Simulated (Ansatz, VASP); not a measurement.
# Cs in VASP and in Ansatz

```
Cs
1.0
     0.00000    2.97096    2.97096
     2.97096    0.00000    2.97096
     2.97096    2.97096    0.00000
Cs
1
Direct
  0.00000 0.00000 0.00000
```

Change from the starting cell: volume scaled by 0.45, norm-conserving files.

Alike in both runs: task single point; functional PBE; k mesh 10 × 10 × 10; occupations fermi-dirac, width 0.05 eV; no spin polarisation.

```csv
,VASP,Ansatz
version,VASP 6.6.1,Ansatz 0.2.0
potentials or method,"VASP PAW PBE potentials, release 64 (Cs_sv)","norm-conserving pseudopotentials, scalar-relativistic"
plane-wave cutoff (eV),520,680
valence electrons in the cell,9,9
```

Ansatz gave:

```
pressure (GPa) : 4.6
```

Q: Estimate VASP's values.

A: Pressure (GPa): 4.7.

Neither program's run includes spin-orbit coupling.
